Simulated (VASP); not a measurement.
# MgF2 (P4_2/mnm) in VASP: single point with PBE

Aim: the single point of MgF2 with PBE.

All numbers are computed with VASP 6.6.1; they aren't measurements. Logs are shortened: lines on timing, memory, paths and dates and some standing lists are left out, and cuts for length are marked.

### 1 The cell of the first run

Symmetry: P4_2/mnm, No. 136, tetragonal system. Conventional cell: a = 4.696 Å, b = 4.696 Å, c = 3.099 Å, α = 90.00°, β = 90.00°, γ = 90.00°. Within 2.7 Å of Mg (site symmetry mmm) lie 6 F at 2.02 Å. Within 2.7 Å of F (site symmetry m2m) lie 3 Mg at 2.02 Å and 1 F at 2.61 Å.

### 2 Single point, PBE

INCAR reads:

```
SYSTEM = MgF2
ALGO = Normal
EDIFF = 1E-7
ENCUT = 520
GGA = PE
ISIF = 2
ISMEAR = 0
LASPH = .True.
LCHARG = .False.
LREAL = .False.
LWAVE = .False.
NBANDS = 25
NELM = 100
PREC = Accurate
SIGMA = 0.01
```

KPOINTS reads:

```
k-points
0
Gamma
  4 4 7
  0 0 0
```

POSCAR reads:

```
MgF2
1.0
    4.6960193519      0.0000000000      0.0000000000
    0.0000000000      4.6960193519      0.0000000000
    0.0000000000      0.0000000000      3.0988650945
Mg F
2 4
Direct
    0.0000000000      0.0000000000      0.0000000000
    0.5000000000      0.5000000000      0.5000000000
    0.3036939023      0.3036939023      0.0000000000
    0.1963060977      0.8036939023      0.5000000000
    0.6963060977      0.6963060977      0.0000000000
    0.8036939023      0.1963060977      0.5000000000
```

Potentials or basis: VASP PAW PBE potentials, release 64 (Mg, F).

Command:

```bash
$ cat potpaw_PBE.64/Mg/POTCAR potpaw_PBE.64/F/POTCAR > POTCAR
$ mpirun -np 1 vasp_std > vasp.out
```

OUTCAR:

```text
SYSTEM = MgF2
   EDIFF = 1E-7
   ENCUT = 520
   GGA = PE
   ISIF = 2
   ISMEAR = 0
   LASPH = .True.
   LREAL = .False.
   NELM = 100
   PREC = Accurate

 ion  position               nearest neighbor table
   1  0.000  0.000  0.000-   3 2.02   5 2.02   4 2.02   6 2.02   4 2.02   6 2.02
   2  0.500  0.500  0.500-   4 2.02   6 2.02   5 2.02   3 2.02   3 2.02   5 2.02
   3  0.304  0.304  0.000-   1 2.02   2 2.02   2 2.02
   4  0.196  0.804  0.500-   2 2.02   1 2.02   1 2.02
   5  0.696  0.696  0.000-   1 2.02   2 2.02   2 2.02
   6  0.804  0.196  0.500-   2 2.02   1 2.02   1 2.02

  LATTYP: Found a simple tetragonal cell.
 ALAT       =     4.6960193519
 C/A-ratio  =     0.6598918919

  Lattice vectors:

 A1 = (   4.6960193519,   0.0000000000,   0.0000000000)
 A2 = (   0.0000000000,   4.6960193519,   0.0000000000)
 A3 = (   0.0000000000,   0.0000000000,   3.0988650945)

Analysis of symmetry for initial positions (statically):
=====================================================================
 Subroutine PRICEL returns:
 Original cell was already a primitive cell.

 Routine SETGRP: Setting up the symmetry group for a
 simple tetragonal supercell.

 Subroutine GETGRP returns: Found 16 space group operations
 (whereof  8 operations were pure point group operations)
 out of a pool of 16 trial point group operations.

The static configuration has the point symmetry D_2h.
 The point group associated with its full space group is D_4h.

Analysis of symmetry for dynamics (positions and initial velocities):
=====================================================================
 Subroutine PRICEL returns:
 Original cell was already a primitive cell.

 Routine SETGRP: Setting up the symmetry group for a
 simple tetragonal supercell.

 Subroutine GETGRP returns: Found 16 space group operations
 (whereof  8 operations were pure point group operations)
 out of a pool of 16 trial point group operations.

The dynamic configuration has the point symmetry D_2h.
 The point group associated with its full space group is D_4h.

 Subroutine INISYM returns: Found 16 space group operations
 (whereof  8 operations are pure point group operations),
 and found     1 'primitive' translations

----------------------------------------------------------------------------------------

                                     Primitive cell
[... 98 lines left out ...]
   EDIFF  = 0.1E-06   stopping-criterion for ELM
   LREAL  =      F    real-space projection
   EDIFFG = 0.1E-05   stopping-criterion for IOM
   NSW    =      0    number of steps for IOM
   IBRION =     -1    ionic relax: 0-MD 1-quasi-New 2-CG
   NFREE  =      0    steps in history (QN), initial steepest desc. (CG)
   ISIF   =      2    stress and relaxation
   ISYM   =      2    0-nonsym 1-usesym 2-fastsym
   POTIM  = 0.5000    time-step for ionic-motion
   TEBEG  =    0.0;   TEEND  =   0.0 temperature during run
   PSTRESS=    0.0 pullay stress
   NELECT =      32.0000    total number of electrons
   NUPDOWN=      -1.0000    fix difference up-down
   EMIN   =  10.00;   EMAX   =-10.00  energy-range for DOS
   EFERMI =   0.00;   METHOD = LEGACY
   ISMEAR =     0;   SIGMA  =   0.01  broadening in eV -4-tet -1-fermi 0-gaus
   EFERMI_NEDOS =   21; number of points for ismear=-14 and -15
   IALGO  =     38    algorithm
   IMIX   =      4    mixing-type and parameters
     AMIX     =   0.40;   BMIX     =  1.00
     AMIX_MAG =   1.60;   BMIX_MAG =  1.00
  volume/ion in A,a.u.               =      11.39        76.86
  Fermi-wavevector in a.u.,A,eV,Ry     =   1.271269  2.402349 21.988703  1.616124
  Thomas-Fermi vector in A             =   2.404211
   LORBIT       =      0    0 simple, 1 ext, 2 COOP (PROOUT), +10 PAW based schemes
   GGA     = PE    functional components
   LHFCALC =     F    Hartree Fock is set to
   AEXX    =    0.0000 exact exchange contribution
   IVDW    =     0    specifies the selected vdW correction
   LEPSILON=     F    determine dielectric tensor
   LRPA    =     F    only Hartree local field effects (RPA)
 non-spin polarized calculation
 Gauss-broadening in eV      SIGMA  =   0.01
  energy-cutoff  :      520.00
  volume of cell :       68.34
 maximum number of plane-waves:      1867
 NGX is ok and might be reduce to    36
   NGX = 17   NGY = 17   NGZ = 11

 number of electron      32.0000005 magnetization

 Free energy of the ion-electron system (eV)
  ---------------------------------------------------
  ext. energy  EPLUGINS =         0.00000000
  ---------------------------------------------------
  free energy    TOTEN  =       -31.54257256 eV

  energy without entropy =      -31.54257256  energy(sigma->0) =      -31.54257256

 E-fermi :  -1.3954     XC(G=0):  -9.5106

 val. band max:       -1.4818721133   @ k =   0.0000   0.0000   0.0000
 cond. band min:       5.3025186757   @ k =   0.0000   0.0000   0.0000
 fundamental gap:      6.7843907890
 Fermi energy:        -1.3953730120

 k-point     1 :       0.0000    0.0000    0.0000
  band No.  band energies     occupation
      1     -22.0644      2.00000
      2     -21.3404      2.00000
      3     -21.3404      2.00000
      4     -21.2637      2.00000
      5      -5.3831      2.00000
      6      -3.7945      2.00000
[... 661 lines left out ...]
     24      13.2521      0.00000
     25      16.2491      0.00000

------------------------ aborting loop because EDIFF is reached ----------------------------------------

  FORCE on cell =-STRESS in cart. coord.  units (eV):
  Direction    XX          YY          ZZ          XY          YZ          ZX
  --------------------------------------------------------------------------------------
  -------------------------------------------------------------------------------------
  Total       -0.3411019     -0.3411019     -0.4989187     -0.0000000      0.0000000      0.0000000
  in kB       -7.9970954     -7.9970954    -11.6970918     -0.0000000      0.0000000      0.0000000
  external PRESSURE =      -9.2304275 kB  Pullay stress =       0.0000000 kB

 VOLUME and BASIS-vectors are now :
 -----------------------------------------------------------------------------
  energy-cutoff  :      520.00
  volume of cell :       68.34
      direct lattice vectors                 reciprocal lattice vectors
     4.696019352  0.000000000  0.000000000     0.212946312  0.000000000  0.000000000
     0.000000000  4.696019352  0.000000000     0.000000000  0.212946312  0.000000000
     0.000000000  0.000000000  3.098865094     0.000000000  0.000000000  0.322698785

 POSITION                                       TOTAL-FORCE (eV/Angst)
 -----------------------------------------------------------------------------------
      0.00000      0.00000      0.00000         0.000000     -0.000000      0.000000
      2.34801      2.34801      1.54943         0.000000     -0.000000      0.000000
      1.42615      1.42615      0.00000        -0.002215     -0.002215     -0.000000
      0.92186      3.77416      1.54943         0.002215     -0.002215      0.000000
      3.26987      3.26987      0.00000         0.002215      0.002215      0.000000
      3.77416      0.92186      1.54943        -0.002215      0.002215      0.000000
 -----------------------------------------------------------------------------------
    total drift:                                0.000000      0.000000     -0.000000

  FREE ENERGIE OF THE ION-ELECTRON SYSTEM (eV)
  ---------------------------------------------------
  free  energy   TOTEN  =       -31.5425725628 eV

  energy  without entropy=      -31.5425725628  energy(sigma->0) =      -31.54257256
```

OSZICAR:

```text
N       E                     dE             d eps       ncg     rms          rms(c)
DAV:   1     0.172649119178E+03    0.17265E+03   -0.17607E+04  1256   0.119E+03
DAV:   2    -0.251754867855E+02   -0.19782E+03   -0.19121E+03  1496   0.284E+02
DAV:   3    -0.340998176718E+02   -0.89243E+01   -0.88982E+01  1477   0.585E+01
DAV:   4    -0.341514442923E+02   -0.51627E-01   -0.51621E-01  1372   0.507E+00
DAV:   5    -0.341516989081E+02   -0.25462E-03   -0.25461E-03  1421   0.348E-01    0.100E+01
DAV:   6    -0.314970514881E+02    0.26546E+01   -0.83447E+00  1344   0.205E+01    0.303E+00
DAV:   7    -0.315136225808E+02   -0.16571E-01   -0.80038E-02  1265   0.188E+00    0.192E+00
DAV:   8    -0.315418375899E+02   -0.28215E-01   -0.62592E-02  1259   0.236E+00    0.204E-01
DAV:   9    -0.315420475797E+02   -0.20999E-03   -0.12327E-03  1518   0.243E-01    0.799E-02
DAV:  10    -0.315425712642E+02   -0.52368E-03   -0.42719E-04  1244   0.147E-01    0.146E-02
DAV:  11    -0.315425718784E+02   -0.61424E-06   -0.68092E-06  1546   0.223E-02    0.287E-03
DAV:  12    -0.315425725926E+02   -0.71415E-06   -0.13727E-06  1257   0.860E-03    0.120E-03
DAV:  13    -0.315425725628E+02    0.29760E-07   -0.83915E-08  1101   0.224E-03
   1 F= -.31542573E+02 E0= -.31542573E+02  d E =-.161393E-36
```

Wall time 13 s (1 thread of Intel Xeon 6975P-C (Granite Rapids), shared host); peak memory 0.18 GiB.

Results:

* Free energy: -31.5426 eV
* Pressure: -0.9 GPa
* Largest force: 0.003 eV/Å
* Band gap on the k mesh: 6.78 eV

Forces on the atoms (eV/Å):
```
Mg   0.000  0.000  0.000
Mg   0.000  0.000  0.000
F   -0.002 -0.002  0.000
F    0.002 -0.002  0.000
F    0.002  0.002  0.000
F   -0.002  0.002  0.000
```
